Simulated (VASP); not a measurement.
# BRu4 (P6_3/mmc) in VASP: a series of runs

Runs on BRu4. Level: PBE. Tasks: single point.

Everything below comes from runs of VASP 6.6.1. Logs are shortened: lines on timing, memory, paths and dates and some standing lists are left out, and cuts for length are marked.

## 1. The cell of the first run

It takes space group P6_3/mmc (No. 194, hexagonal). The conventional cell has a = 2.773 Å, b = 2.773 Å, c = 18.585 Å, α = 90.00°, β = 90.00°, γ = 120.00°. Within 2.8 Å of B (site symmetry -6m2) lie 6 Ru at 2.15 Å and 6 B at 2.77 Å. Ru (site symmetry 3m) has 3 B at 2.15 Å and 10 Ru at 2.67 to 2.87 Å within 2.9 Å. Ru (site symmetry 3m) has 12 Ru at 2.67 to 2.77 Å and 1 B at 3.58 Å within 3.6 Å.

## 2. Single point, PBE

INCAR

```
  PREC = Accurate
  ENCUT = 500
  EDIFF = 1E-6
  ISMEAR = 0
  SIGMA = 0.1
  LREAL = False
  LASPH = True
  NELM = 120
  ALGO = Normal
  ISIF = 2
  LWAVE = False
  LCHARG = False
  GGA = PE
  NBANDS = 70
  GGA_COMPAT = False
```

KPOINTS

```
Automatic mesh
0
Gamma
  12 12 2
```

POSCAR

```
BRu4
1.0
    2.7733058819      0.0000000000      0.0000000000
   -1.3866529409      2.4017533462      0.0000000000
    0.0000000000      0.0000000000     18.5849320344
B Ru
2 8
Direct
    0.6666666667      0.3333333333      0.2500000000
    0.3333333333      0.6666666667      0.7500000000
    0.3333333333      0.6666666667      0.1726587786
    0.3333333333      0.6666666667      0.3273412214
    0.6666666667      0.3333333333      0.0574739685
    0.3333333333      0.6666666667      0.9425260315
    0.6666666667      0.3333333333      0.8273412214
    0.6666666667      0.3333333333      0.6726587786
    0.3333333333      0.6666666667      0.5574739685
    0.6666666667      0.3333333333      0.4425260315
```

Potentials or basis: VASP PAW PBE potentials, release 64 (B, Ru_pv).

Run with:

```
$ cat potpaw_PBE.64/B/POTCAR potpaw_PBE.64/Ru_pv/POTCAR > POTCAR
$ mpirun -np 1 vasp_std > vasp.out
```

OUTCAR:

```text
PREC = Accurate
   ENCUT = 500
   EDIFF = 1E-6
   ISMEAR = 0
   LREAL = False
   LASPH = True
   NELM = 120
   ISIF = 2
   GGA = PE

 ion  position               nearest neighbor table
   1  0.667  0.333  0.250-   3 2.15   4 2.15   3 2.15   4 2.15   3 2.15   4 2.15
   2  0.333  0.667  0.750-   7 2.15   8 2.15   7 2.15   8 2.15   7 2.15   8 2.15
   3  0.333  0.667  0.173-   1 2.15   1 2.15   1 2.15   5 2.67   5 2.67   5 2.67   4 2.87
   4  0.333  0.667  0.327-   1 2.15   1 2.15   1 2.15  10 2.67  10 2.67  10 2.67   3 2.87
   5  0.667  0.333  0.057-   6 2.67   6 2.67   6 2.67   3 2.67   3 2.67   3 2.67
   6  0.333  0.667  0.943-   5 2.67   5 2.67   5 2.67   7 2.67   7 2.67   7 2.67
   7  0.667  0.333  0.827-   2 2.15   2 2.15   2 2.15   6 2.67   6 2.67   6 2.67   8 2.87
   8  0.667  0.333  0.673-   2 2.15   2 2.15   2 2.15   9 2.67   9 2.67   9 2.67   7 2.87
   9  0.333  0.667  0.557-  10 2.67  10 2.67  10 2.67   8 2.67   8 2.67   8 2.67
  10  0.667  0.333  0.443-   9 2.67   9 2.67   9 2.67   4 2.67   4 2.67   4 2.67

  LATTYP: Found a hexagonal cell.
 ALAT       =     2.7733058819
 C/A-ratio  =     6.7013639410

  Lattice vectors:

 A1 = (   2.7733058819,   0.0000000000,   0.0000000000)
 A2 = (  -1.3866529409,   2.4017533462,   0.0000000000)
 A3 = (   0.0000000000,   0.0000000000,  18.5849320344)

Analysis of symmetry for initial positions (statically):
=====================================================================
 Subroutine PRICEL returns:
 Original cell was already a primitive cell.

 Routine SETGRP: Setting up the symmetry group for a
 hexagonal supercell.

 Subroutine GETGRP returns: Found 24 space group operations
 (whereof 12 operations were pure point group operations)
 out of a pool of 24 trial point group operations.

The static configuration has the point symmetry D_3d.
 The point group associated with its full space group is D_6h.

Analysis of symmetry for dynamics (positions and initial velocities):
=====================================================================
 Subroutine PRICEL returns:
 Original cell was already a primitive cell.

 Routine SETGRP: Setting up the symmetry group for a
 hexagonal supercell.

 Subroutine GETGRP returns: Found 24 space group operations
 (whereof 12 operations were pure point group operations)
 out of a pool of 24 trial point group operations.

The dynamic configuration has the point symmetry D_3d.
 The point group associated with its full space group is D_6h.

 Subroutine INISYM returns: Found 24 space group operations
 (whereof 12 operations are pure point group operations),
 and found     1 'primitive' translations

----------------------------------------------------------------------------------------

                                     Primitive cell

  volume of cell :     123.7905

  direct lattice vectors                    reciprocal lattice vectors
     2.773305882  0.000000000  0.000000000     0.360580492  0.208181244  0.000000000
    -1.386652941  2.401753346  0.000000000     0.000000000  0.416362489  0.000000000
     0.000000000  0.000000000 18.584932034     0.000000000  0.000000000  0.053807030

  length of vectors
     2.773305882  2.773305882 18.584932034     0.416362489  0.416362489  0.053807030

  position of ions in fractional coordinates (direct lattice)
     0.666666667  0.333333333  0.250000000
     0.333333333  0.666666667  0.750000000
     0.333333333  0.666666667  0.172658779
     0.333333333  0.666666667  0.327341221
     0.666666667  0.333333333  0.057473968
     0.333333333  0.666666667  0.942526032
     0.666666667  0.333333333  0.827341221
     0.666666667  0.333333333  0.672658779
     0.333333333  0.666666667  0.557473968
     0.666666667  0.333333333  0.442526032

  ion indices of the primitive-cell ions
   primitive index   ion index
                 1           1
                 2           2
                 3           3
                 4           4
                 5           5
                 6           6
                 7           7
                 8           8
                 9           9
                10          10

----------------------------------------------------------------------------------------

 KPOINTS: Automatic mesh

Automatic generation of k-mesh.
 Grid dimensions read from file:
 generate k-points for:   12   12    2

 Generating k-lattice:

  Cartesian coordinates                     Fractional coordinates (reciprocal lattice)
     0.030048374  0.017348437  0.000000000     0.083333333 -0.000000000  0.000000000
     0.000000000  0.034696874  0.000000000     0.000000000  0.083333333  0.000000000
     0.000000000  0.000000000  0.026903515     0.000000000  0.000000000  0.500000000

  Length of vectors
     0.034696874  0.034696874  0.026903515

  Shift w.r.t. Gamma in fractional coordinates (k-lattice)
     0.000000000  0.000000000  0.000000000

 Subroutine IBZKPT returns following result:
 ===========================================

 Found     38 irreducible k-points:

 Following reciprocal coordinates:
            Coordinates               Weight
  0.000000  0.000000  0.000000      1.000000
  0.083333 -0.000000  0.000000      6.000000
  0.166667 -0.000000  0.000000      6.000000
  0.250000 -0.000000  0.000000      6.000000
  0.333333 -0.000000  0.000000      6.000000
  0.416667 -0.000000  0.000000      6.000000
[... 16 lines left out ...]
  0.250000 -0.000000  0.500000      6.000000
  0.333333 -0.000000  0.500000      6.000000
 [... further k-points ...]
   k-points           NKPTS =     38   k-points in BZ     NKDIM =     38   number of bands    NBANDS=     70
   number of dos      NEDOS =    301   number of ions     NIONS =     10
   total plane-waves  NPLWV =  56000
   dimension x,y,z NGX =    20 NGY =   20 NGZ =  140
   dimension x,y,z NGXF=    40 NGYF=   40 NGZF=  280
   ions per type =               2   8
   NGX,Y,Z   is equivalent  to a cutoff of  11.99, 11.99, 12.52 a.u.
   NGXF,Y,Z  is equivalent  to a cutoff of  23.98, 23.98, 25.05 a.u.
 SYSTEM =  unknown system
   PREC   = accura    normal or accurate (medium, high low for compatibility)
   ISTART =      0    job   : 0-new  1-cont  2-samecut
   ICHARG =      2    charge: 1-file 2-atom 10-const
   ISPIN  =      1    spin polarized calculation?
   LNONCOLLINEAR =      F non collinear calculations
   LSORBIT =      F    spin-orbit coupling
   LASPH  =      T    aspherical Exc in radial PAW
   ENCUT  =  500.0 eV  36.75 Ry    6.06 a.u.   5.06  5.06 33.88*2*pi/ulx,y,z
   NELM   =    120;   NELMIN=  2; NELMDL= -5     # of ELM steps
   EDIFF  = 0.1E-05   stopping-criterion for ELM
   LREAL  =      F    real-space projection
   EDIFFG = 0.1E-04   stopping-criterion for IOM
   NSW    =      0    number of steps for IOM
   IBRION =     -1    ionic relax: 0-MD 1-quasi-New 2-CG
   NFREE  =      0    steps in history (QN), initial steepest desc. (CG)
   ISIF   =      2    stress and relaxation
   ISYM   =      2    0-nonsym 1-usesym 2-fastsym
   POTIM  = 0.5000    time-step for ionic-motion
   TEBEG  =    0.0;   TEEND  =   0.0 temperature during run
   PSTRESS=    0.0 pullay stress
   NELECT =     118.0000    total number of electrons
   NUPDOWN=      -1.0000    fix difference up-down
   EMIN   =  10.00;   EMAX   =-10.00  energy-range for DOS
   EFERMI =   0.00;   METHOD = LEGACY
   ISMEAR =     0;   SIGMA  =   0.10  broadening in eV -4-tet -1-fermi 0-gaus
   EFERMI_NEDOS =   21; number of points for ismear=-14 and -15
   IALGO  =     38    algorithm
   IMIX   =      4    mixing-type and parameters
     AMIX     =   0.40;   BMIX     =  1.00
     AMIX_MAG =   1.60;   BMIX_MAG =  1.00
  volume/ion in A,a.u.               =      12.38        83.54
  Fermi-wavevector in a.u.,A,eV,Ry     =   1.611164  3.044659 35.318681  2.595850
  Thomas-Fermi vector in A             =   2.706598
   LORBIT       =      0    0 simple, 1 ext, 2 COOP (PROOUT), +10 PAW based schemes
   GGA     = PE    functional components
   LHFCALC =     F    Hartree Fock is set to
   AEXX    =    0.0000 exact exchange contribution
   IVDW    =     0    specifies the selected vdW correction
   LEPSILON=     F    determine dielectric tensor
   LRPA    =     F    only Hartree local field effects (RPA)
 non-spin polarized calculation
 Gauss-broadening in eV      SIGMA  =   0.10
  energy-cutoff  :      500.00
  volume of cell :      123.79
 maximum number of plane-waves:      3183
   NGX = 11   NGY = 11   NGZ = 67

 number of electron     117.9999978 magnetization

 Free energy of the ion-electron system (eV)
  ---------------------------------------------------
  ext. energy  EPLUGINS =         0.00000000
  ---------------------------------------------------
  free energy    TOTEN  =       -88.05333990 eV

  energy without entropy =      -88.02494728  energy(sigma->0) =      -88.03914359

 E-fermi :  11.9970     XC(G=0): -13.8195

 val. band max:       11.9800503716   @ k =   0.2500   0.1667   0.0000
 cond. band min:      12.0015721333   @ k =   0.1667   0.1667   0.0000
 fundamental gap:      0.0215217617
 Fermi energy:        11.9969974391

 k-point     1 :       0.0000    0.0000    0.0000
  band No.  band energies     occupation
      1     -31.5835      2.00000
      2     -31.5387      2.00000
      3     -31.3708      2.00000
      4     -31.2507      2.00000
      5     -31.0534      2.00000
      6     -30.9291      2.00000
[... 62 lines left out ...]
     69      12.7877      0.00000
     70      12.7877      0.00000

 k-point     2 :       0.0833   -0.0000    0.0000
  band No.  band energies     occupation
      1     -31.5669      2.00000
      2     -31.5231      2.00000
      3     -31.3655      2.00000
      4     -31.2484      2.00000
      5     -31.0664      2.00000
      6     -30.9497      2.00000
[... 1598 lines left out ...]
 k-point    24 :       0.3333   -0.0000    0.5000
  band No.  band energies     occupation
      1     -31.4198      2.00000
      2     -31.4198      2.00000
      3     -31.3891      2.00000
      4     -31.3891      2.00000
      5     -31.2700      2.00000
      6     -31.2700      2.00000
[... 62 lines left out ...]
     69      13.4217      0.00000
     70      13.4217      0.00000

 [... further k-points ...]

------------------------ aborting loop because EDIFF is reached ----------------------------------------

  FORCE on cell =-STRESS in cart. coord.  units (eV):
  Direction    XX          YY          ZZ          XY          YZ          ZX
  --------------------------------------------------------------------------------------
  -------------------------------------------------------------------------------------
  Total       -0.0259694     -0.0259694     -0.0201390     -0.0000000      0.0000000     -0.0000000
  in kB       -0.3361133     -0.3361133     -0.2606526     -0.0000000      0.0000000     -0.0000000
  external PRESSURE =      -0.3109597 kB  Pullay stress =       0.0000000 kB

 VOLUME and BASIS-vectors are now :
 -----------------------------------------------------------------------------
  energy-cutoff  :      500.00
  volume of cell :      123.79
      direct lattice vectors                 reciprocal lattice vectors
     2.773305882  0.000000000  0.000000000     0.360580492  0.208181244  0.000000000
    -1.386652941  2.401753346  0.000000000     0.000000000  0.416362489  0.000000000
     0.000000000  0.000000000 18.584932034     0.000000000  0.000000000  0.053807030

 POSITION                                       TOTAL-FORCE (eV/Angst)
 -----------------------------------------------------------------------------------
      1.38665      0.80058      4.64623         0.000000     -0.000000     -0.000000
     -0.00000      1.60117     13.93870        -0.000000      0.000000     -0.000000
     -0.00000      1.60117      3.20885        -0.000000      0.000000     -0.017662
     -0.00000      1.60117      6.08361        -0.000000     -0.000000      0.017662
      1.38665      0.80058      1.06815         0.000000     -0.000000      0.000009
     -0.00000      1.60117     17.51678         0.000000      0.000000     -0.000009
      1.38665      0.80058     15.37608         0.000000     -0.000000      0.017662
      1.38665      0.80058     12.50132         0.000000      0.000000     -0.017662
     -0.00000      1.60117     10.36062         0.000000      0.000000      0.000009
      1.38665      0.80058      8.22432        -0.000000     -0.000000     -0.000009
 -----------------------------------------------------------------------------------
    total drift:                                0.000000     -0.000000      0.000000

  FREE ENERGIE OF THE ION-ELECTRON SYSTEM (eV)
  ---------------------------------------------------
  free  energy   TOTEN  =       -88.0533399030 eV

  energy  without entropy=      -88.0249472775  energy(sigma->0) =      -88.03914359
```

Wall time 7.1 min (1 thread of Oxide Virtual Turin-like, shared host); peak memory 0.33 GiB.

What came out:

```yaml
Free_energy: -88.0533 eV
Pressure: 0.0 GPa
Largest_force: 0.018 eV/Å
Band_gap_on_the_k_mesh: zero (bands 59 and 60 overlap by 2.49 eV)
```

Forces on the atoms (eV/Å):
```
B    0.000  0.000  0.000
B    0.000  0.000  0.000
Ru   0.000  0.000 -0.018
Ru   0.000  0.000  0.018
Ru   0.000  0.000  0.000
Ru   0.000  0.000  0.000
Ru   0.000  0.000  0.018
Ru   0.000  0.000 -0.018
Ru   0.000  0.000  0.000
Ru   0.000  0.000  0.000
```

[end of part 1 of 2]

The gap in the log of VASP goes by the Fermi energy; the results here count the filled bands.